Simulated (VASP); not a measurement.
# Ti2SeS (R-3m) in VASP: relaxation of cell and atoms with PBE

Aim: the relaxation of cell and atoms of Ti2SeS with PBE.

Program: VASP 6.6.1. These are calculated values, not measurements. Logs are shortened: lines on timing, memory, paths and dates and some standing lists are left out, and cuts for length are marked.

## Step 1: The cell of the first run

The structure is trigonal, space group R-3m (No. 166). Conventional cell: a = 3.780 Å, b = 3.780 Å, c = 18.530 Å, α = 90.00°, β = 90.00°, γ = 120.00°. Within 3.5 Å of Ti (site symmetry 3m) lie 3 Se at 2.67 Å and 3 S at 2.67 Å. Within 3.5 Å of Se (site symmetry -3m) lie 6 Ti at 2.67 Å. S (site symmetry -3m) has 6 Ti at 2.67 Å within 3.5 Å.

## Step 2: Relaxation of cell and atoms, PBE, collinear spin

INCAR

```
SYSTEM = Ti2SeS
ALGO = Normal
EDIFF = 1E-7
EDIFFG = -0.08
ENCUT = 600
GGA = PE
IBRION = 2
ISIF = 3
ISMEAR = 0
ISPIN = 2
LASPH = .TRUE.
LCHARG = .FALSE.
LMAXMIX = 4
LORBIT = 11
LREAL = .FALSE.
LWAVE = .FALSE.
MAGMOM = 1 1 0 0
NELM = 150
NSW = 36
PREC = Accurate
SIGMA = 0.15
```

KPOINTS

```
k-points
0
G
  4 4 4
  0 0 0
```

POSCAR

```
Ti2SeS
1.0
    1.8900000000      1.0911920100      6.1766666700
   -1.8900000000      1.0911920100      6.1766666700
    0.0000000000     -2.1823840200      6.1766666700
Ti Se S
2 1 1
Direct
    0.2500000000      0.2500000000      0.2500000000
    0.7500000000      0.7500000000      0.7500000000
    0.5000000000      0.5000000000      0.5000000000
    0.0000000000      0.0000000000      0.0000000000
```

Potentials or basis: VASP PAW PBE potentials, release 64 (Ti_sv, Se, S).

The run is started by

```sh
$ cat potpaw_PBE.64/Ti_sv/POTCAR potpaw_PBE.64/Se/POTCAR potpaw_PBE.64/S/POTCAR > POTCAR
$ mpirun -np 1 vasp_std > vasp.out
```

OUTCAR:

```text
SYSTEM = Ti2SeS
   EDIFF = 1E-7
   EDIFFG = -0.08
   ENCUT = 600
   GGA = PE
   IBRION = 2
   ISIF = 3
   ISMEAR = 0
   ISPIN = 2
   LASPH = .TRUE.
   LORBIT = 11
   LREAL = .FALSE.
   NELM = 150
   NSW = 36
   PREC = Accurate

 ion  position               nearest neighbor table
   1  0.250  0.250  0.250-   4 2.67   4 2.67   3 2.67   3 2.67   4 2.67   3 2.67
   2  0.750  0.750  0.750-   3 2.67   3 2.67   4 2.67   4 2.67   3 2.67   4 2.67
   3  0.500  0.500  0.500-   1 2.67   1 2.67   2 2.67   2 2.67   1 2.67   2 2.67
   4  0.000  0.000  0.000-   2 2.67   2 2.67   1 2.67   1 2.67   2 2.67   1 2.67

  LATTYP: Found a trigonal (rhomboedric) cell.
 ALAT       =     6.5508786552
 COS(alpha) =     0.8335229027

  Lattice vectors:

 A1 = (   1.8900000000,   1.0911920100,   6.1766666700)
 A2 = (  -1.8900000000,   1.0911920100,   6.1766666700)
 A3 = (   0.0000000000,  -2.1823840200,   6.1766666700)

Analysis of symmetry for initial positions (statically):
=====================================================================
 Subroutine PRICEL returns:
 Original cell was already a primitive cell.

 Routine SETGRP: Setting up the symmetry group for a
 trigonal (rhombohedral) supercell.

 Subroutine GETGRP returns: Found 12 space group operations
 (whereof 12 operations were pure point group operations)
 out of a pool of 12 trial point group operations.

The static configuration has the point symmetry D_3d.

Analysis of symmetry for dynamics (positions and initial velocities):
=====================================================================
 Subroutine PRICEL returns:
 Original cell was already a primitive cell.

 Routine SETGRP: Setting up the symmetry group for a
 trigonal (rhombohedral) supercell.

 Subroutine GETGRP returns: Found 12 space group operations
 (whereof 12 operations were pure point group operations)
 out of a pool of 12 trial point group operations.

The dynamic configuration has the point symmetry D_3d.

Analysis of structural, dynamic, and magnetic symmetry:
=====================================================================
 Subroutine PRICEL returns:
 Original cell was already a primitive cell.

 Routine SETGRP: Setting up the symmetry group for a
 trigonal (rhombohedral) supercell.

 Subroutine GETGRP returns: Found 12 space group operations
 (whereof 12 operations were pure point group operations)
 out of a pool of 12 trial point group operations.

The overall configuration has the point symmetry D_3d.

 Subroutine INISYM returns: Found 12 space group operations
 (whereof 12 operations are pure point group operations),
 and found     1 'primitive' translations

----------------------------------------------------------------------------------------

                                     Primitive cell

  volume of cell :      76.4308

  direct lattice vectors                    reciprocal lattice vectors
     1.890000000  1.091192010  6.176666670     0.264550265  0.152738166  0.053966541
    -1.890000000  1.091192010  6.176666670    -0.264550265  0.152738166  0.053966541
     0.000000000 -2.182384020  6.176666670     0.000000000 -0.305476333  0.053966541

  length of vectors
     6.550878655  6.550878655  6.550878656     0.310206669  0.310206669  0.310206669

  position of ions in fractional coordinates (direct lattice)
     0.250000000  0.250000000  0.250000000
     0.750000000  0.750000000  0.750000000
     0.500000000  0.500000000  0.500000000
     0.000000000  0.000000000  0.000000000

  ion indices of the primitive-cell ions
   primitive index   ion index
                 1           1
                 2           2
                 3           3
                 4           4

----------------------------------------------------------------------------------------

 KPOINTS: k-points

Automatic generation of k-mesh.
 Grid dimensions read from file:
 generate k-points for:    4    4    4

 Generating k-lattice:

  Cartesian coordinates                     Fractional coordinates (reciprocal lattice)
     0.066137566  0.038184542  0.013491635     0.250000000 -0.000000000  0.000000000
    -0.066137566  0.038184542  0.013491635    -0.000000000  0.250000000  0.000000000
     0.000000000 -0.076369083  0.013491635     0.000000000  0.000000000  0.250000000

  Length of vectors
     0.077551667  0.077551667  0.077551667

  Shift w.r.t. Gamma in fractional coordinates (k-lattice)
     0.000000000  0.000000000  0.000000000

 Subroutine IBZKPT returns following result:
 ===========================================

 Found     13 irreducible k-points:

 Following reciprocal coordinates:
            Coordinates               Weight
  0.000000  0.000000  0.000000      1.000000
  0.250000  0.000000  0.000000      6.000000
  0.500000  0.000000  0.000000      3.000000
  0.250000  0.250000  0.000000      6.000000
  0.500000  0.250000  0.000000     12.000000
 -0.250000  0.250000  0.000000      6.000000
  0.500000  0.500000  0.000000      3.000000
  0.250000  0.250000  0.250000      2.000000
  0.500000  0.250000  0.250000      6.000000
 -0.250000  0.250000  0.250000      6.000000
  0.500000  0.500000  0.250000      6.000000
 -0.250000  0.500000  0.250000      6.000000
  0.500000  0.500000  0.500000      1.000000
   k-points           NKPTS =     13   k-points in BZ     NKDIM =     13   number of bands    NBANDS=     23
   number of dos      NEDOS =    301   number of ions     NIONS =      4
   total plane-waves  NPLWV = 157464
   dimension x,y,z NGX =    54 NGY =   54 NGZ =   54
   dimension x,y,z NGXF=   108 NGYF=  108 NGZF=  108
   ions per type =               2   1   1
   NGX,Y,Z   is equivalent  to a cutoff of  13.70, 13.70, 13.70 a.u.
   NGXF,Y,Z  is equivalent  to a cutoff of  27.41, 27.41, 27.41 a.u.
 SYSTEM =  Ti2SeS
   PREC   = accura    normal or accurate (medium, high low for compatibility)
   ISTART =      0    job   : 0-new  1-cont  2-samecut
   ICHARG =      2    charge: 1-file 2-atom 10-const
   ISPIN  =      2    spin polarized calculation?
   LNONCOLLINEAR =      F non collinear calculations
   LSORBIT =      F    spin-orbit coupling
   LASPH  =      T    aspherical Exc in radial PAW
   ENCUT  =  600.0 eV  44.10 Ry    6.64 a.u.  13.08 13.08 13.08*2*pi/ulx,y,z
   NELM   =    150;   NELMIN=  2; NELMDL= -5     # of ELM steps
   EDIFF  = 0.1E-06   stopping-criterion for ELM
   LREAL  =      F    real-space projection
   EDIFFG = -.8E-01   stopping-criterion for IOM
   NSW    =     36    number of steps for IOM
   IBRION =      2    ionic relax: 0-MD 1-quasi-New 2-CG
   NFREE  =      1    steps in history (QN), initial steepest desc. (CG)
   ISIF   =      3    stress and relaxation
   ISYM   =      2    0-nonsym 1-usesym 2-fastsym
   POTIM  = 0.5000    time-step for ionic-motion
   TEBEG  =    0.0;   TEEND  =   0.0 temperature during run
   PSTRESS=    0.0 pullay stress
   NELECT =      36.0000    total number of electrons
   NUPDOWN=      -1.0000    fix difference up-down
   EMIN   =  10.00;   EMAX   =-10.00  energy-range for DOS
   EFERMI =   0.00;   METHOD = LEGACY
   ISMEAR =     0;   SIGMA  =   0.15  broadening in eV -4-tet -1-fermi 0-gaus
   EFERMI_NEDOS =   21; number of points for ismear=-14 and -15
   IALGO  =     38    algorithm
   IMIX   =      4    mixing-type and parameters
     AMIX     =   0.40;   BMIX     =  1.00
     AMIX_MAG =   1.60;   BMIX_MAG =  1.00
  volume/ion in A,a.u.               =      19.11       128.95
  Fermi-wavevector in a.u.,A,eV,Ry     =   1.273756  2.407050 22.074827  1.622454
  Thomas-Fermi vector in A             =   2.406562
   LORBIT       =     11    0 simple, 1 ext, 2 COOP (PROOUT), +10 PAW based schemes
   GGA     = PE    functional components
   LHFCALC =     F    Hartree Fock is set to
   AEXX    =    0.0000 exact exchange contribution
   IVDW    =     0    specifies the selected vdW correction
   LEPSILON=     F    determine dielectric tensor
   LRPA    =     F    only Hartree local field effects (RPA)
 conjugate gradient relaxation of ions
 spin polarized calculation
 Gauss-broadening in eV      SIGMA  =   0.15
  energy-cutoff  :      600.00
  volume of cell :       76.43
 maximum number of plane-waves:      2574
 NGX is ok and might be reduce to    54
   NGX = 27   NGY = 27   NGZ = 27

--------------------------------------- Ionic step        1  -------------------------------------------

 number of electron      36.0000004 magnetization       1.5415119

 Free energy of the ion-electron system (eV)
  ---------------------------------------------------
  ext. energy  EPLUGINS =         0.00000000
  ---------------------------------------------------
  free energy    TOTEN  =       -26.94886279 eV

  energy without entropy =      -26.89867499  energy(sigma->0) =      -26.92376889

------------------------ aborting loop because EDIFF is reached ----------------------------------------

  FORCE on cell =-STRESS in cart. coord.  units (eV):
  Direction    XX          YY          ZZ          XY          YZ          ZX
  --------------------------------------------------------------------------------------
  -------------------------------------------------------------------------------------
  Total       -4.9055152     -4.9055152     -4.9291317      0.0000000      0.0000000      0.0000000
  in kB     -102.8316509   -102.8316511   -103.3267117      0.0000000      0.0000000      0.0000000
  external PRESSURE =    -102.9966713 kB  Pullay stress =       0.0000000 kB
[... 97 lines left out ...]
  FREE ENERGIE OF THE ION-ELECTRON SYSTEM (eV)
  ---------------------------------------------------
  free  energy   TOTEN  =       -27.3681002671 eV

  energy  without entropy=      -27.3285027894  energy(sigma->0) =      -27.34830153

[... ionic steps 4 to 12 ...]

--------------------------------------- Ionic step       13  -------------------------------------------

 number of electron      36.0000002 magnetization      -0.0000001

 number of electron      36.0000002 magnetization       0.0000001

------------------------ aborting loop because EDIFF is reached ----------------------------------------

  FORCE on cell =-STRESS in cart. coord.  units (eV):
  Direction    XX          YY          ZZ          XY          YZ          ZX
  --------------------------------------------------------------------------------------
  -------------------------------------------------------------------------------------
  Total        0.1727858      0.1727858      0.2269299      0.0000000      0.0000000     -0.0000000
  in kB        4.1672098      4.1672098      5.4730464      0.0000000      0.0000000     -0.0000000
  external PRESSURE =       4.6024887 kB  Pullay stress =       0.0000000 kB
[... 65 lines left out ...]
--------------------------------------- Ionic step       15  -------------------------------------------

 number of electron      36.0000003 magnetization       0.0000001

 number of electron      36.0000003 magnetization      -0.0000001

 Free energy of the ion-electron system (eV)
  ---------------------------------------------------
  ext. energy  EPLUGINS =         0.00000000
  ---------------------------------------------------
  free energy    TOTEN  =       -27.91625731 eV

  energy without entropy =      -27.88786350  energy(sigma->0) =      -27.90206041

 E-fermi :   9.0608     XC(G=0): -11.2623

 val. band max:        8.9191949281   @ k =   0.5000   0.5000   0.5000
 cond. band min:       9.0773348525   @ k =   0.2500   0.0000   0.0000
 fundamental gap:      0.1581399244
 Fermi energy:         9.0607629950

 spin component 1

 k-point     1 :       0.0000    0.0000    0.0000
  band No.  band energies     occupation
      1     -48.5409      1.00000
      2     -48.5134      1.00000
      3     -24.9518      1.00000
      4     -24.8156      1.00000
      5     -24.8156      1.00000
      6     -24.7809      1.00000
[... 311 lines left out ...]
      6     -24.7869      1.00000
[... 15 lines left out ...]
     22       9.7789      0.00000
     23      10.4724      0.00000
 Fermi energy:         9.0607629950

 spin component 2

 k-point     1 :       0.0000    0.0000    0.0000
  band No.  band energies     occupation
      1     -48.5409      1.00000
      2     -48.5134      1.00000
      3     -24.9518      1.00000
      4     -24.8156      1.00000
      5     -24.8156      1.00000
      6     -24.7809      1.00000
[... 358 lines left out ...]
  FREE ENERGIE OF THE ION-ELECTRON SYSTEM (eV)
  ---------------------------------------------------
  free  energy   TOTEN  =       -27.9162573133 eV

  energy  without entropy=      -27.8878635002  energy(sigma->0) =      -27.90206041

 reached required accuracy - stopping structural energy minimisation

 total charge

# of ion       s       p       d       tot
------------------------------------------
    1        2.140   6.106   2.032  10.277
    2        2.140   6.106   2.032  10.277
    3        1.436   2.446   0.036   3.917
    4        1.312   2.478   0.000   3.790
--------------------------------------------------
tot          7.027  17.135   4.100  28.262

 magnetization (x)

# of ion       s       p       d       tot
------------------------------------------
    1        0.000  -0.000   0.000   0.000
    2        0.000  -0.000   0.000   0.000
    3        0.000  -0.000   0.000  -0.000
    4       -0.000  -0.000   0.000  -0.000
--------------------------------------------------
tot          0.000  -0.000   0.000   0.000
```

Wall time 30 min (1 thread of AMD EPYC 9R45 (Zen 5), shared host); peak memory 0.55 GiB.

What came out:

| Item | Value |
| --- | --- |
| Free energy | -27.9163 eV |
| Relaxed volume | 16.66 Å³/atom |
| Relaxed cell | a = 6.315 Å, b = 6.315 Å, c = 6.315 Å, α = 33.04°, β = 33.04°, γ = 33.04° |
| Space group after relaxing (to 0.1 Å) | R-3m (No. 166) |
| Energy gained by relaxing | 241.8 meV/atom |
| Ionic steps | 15 |
| Pressure after relaxing | 0.1 GPa |
| Largest force after relaxing | 0.075 eV/Å |
| Band gap on the k mesh | zero (filled and empty bands overlap) |
| Net moment | 0.00 μB per cell |
| Valence electrons inside the program's atomic spheres | Ti 10.28; Se 3.92; S 3.79 |

Forces in eV/Å, atoms in the order of the input:
```
Ti   0.000  0.000  0.075
Ti   0.000  0.000 -0.075
Se   0.000  0.000  0.000
S    0.000  0.000  0.000
```

Stress tensor (GPa, compression positive):
```
0.10 0.00 0.00
0.00 0.10 0.00
0.00 0.00 0.18
```

Step by step:
| step | energy change (eV) | largest force (eV/Å) | pressure (GPa) | volume (Å³) |
| --- | --- | --- | --- | --- |
| 1 | 0.0000 | 0.6277 | -10.30 | 76.43 |
| 2 | -0.3833 | 1.0488 | 5.60 | 63.63 |
| 3 | -0.4192 | 0.9595 | 1.02 | 66.02 |
| 4 | -0.5144 | 0.9900 | 1.53 | 65.47 |
| 5 | -0.7758 | 0.8802 | 4.82 | 63.79 |
| 6 | 0.2266 | 3.2398 | 23.79 | 60.32 |
| 7 | -0.7634 | 0.7361 | 5.72 | 63.44 |
| 8 | -0.8227 | 0.4375 | 4.46 | 64.19 |
| 9 | -0.8775 | 0.1702 | 2.38 | 65.83 |
| 10 | -0.9040 | 0.0734 | 1.21 | 66.36 |
| 11 | -0.9390 | 0.2067 | -1.94 | 67.92 |
| 12 | -0.9562 | 0.1659 | -1.08 | 67.35 |
| 13 | -0.9665 | 0.1028 | 0.46 | 66.43 |
| 14 | -0.9664 | 0.1068 | 0.35 | 66.49 |
| 15 | -0.9674 | 0.0746 | 0.12 | 66.65 |

Final structure:
```
CELL_PARAMETERS angstrom
1.79594 1.03688 5.96515
-1.79594 1.03688 5.96515
0.00000 -2.07377 5.96515
ATOMIC_POSITIONS crystal
Ti 0.26710 0.26710 0.26710
Ti 0.73290 0.73290 0.73290
Se 0.50000 0.50000 0.50000
S 0.00000 0.00000 0.00000
```

Caveat: the k points lie up to 0.51 Å⁻¹ apart in the final cell, too coarse for converged energies and pressures of a metal; the relaxation stopped at a loose force limit of 0.08 eV/Å, so its end isn't a converged minimum.

The gap in the log of VASP goes by the Fermi energy; the results here count the filled bands.